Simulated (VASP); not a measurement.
# ZnCu: single point with PBE

ZnCu:

```xyz
2
Lattice="3.0213 0.0000 0.0000 0.0000 3.0213 0.0000 0.0000 0.0000 3.0213" Properties=species:S:1:pos:R:3 pbc="T T T"
Zn    1.5106    1.5106    1.5106
Cu    0.0000    0.0000    0.0000
```

```
Program             : VASP 6.6.1
Task                : single point
Functional          : PBE
Potentials or basis : VASP PAW PBE potentials, release 64 (Zn, Cu)
Cutoff              : 520 eV
k mesh              : 14 × 14 × 14
Occupations         : gaussian, width 0.1 eV
Spin                : no spin polarisation
```

* Pressure: -5.3 GPa
* Band gap on the k mesh: zero (an odd number of electrons rules out a gap without spin polarisation)

Levels at points of the mesh, in eV from the Fermi level:
| k point | band 9 | band 10 | band 11 | band 12 | band 13 | band 14 | band 15 | band 16 |
| --- | --- | --- | --- | --- | --- | --- | --- | --- |
| (0.00, 0.00, 0.00) | -2.61 | -2.61 | -2.61 | 5.95 | 5.95 | 5.95 | 10.78 | 10.78 |
| (0.50, 0.00, 0.00) | -3.08 | -3.08 | -2.67 | -1.95 | 11.05 | 11.05 | 11.71 | 11.71 |
| (0.50, 0.50, 0.00) | -2.76 | -2.39 | -1.66 | -1.66 | 1.42 | 1.81 | 13.12 | 14.89 |
| (0.50, 0.50, 0.50) | -2.38 | -2.38 | 3.31 | 4.16 | 4.16 | 4.16 | 4.27 | 4.27 |

Run time: 39 s on 1 thread of AMD EPYC 7R13 Processor (Zen 3) (shared host), peak memory 0.16 GiB.

Caveat: the cell stands under tension.
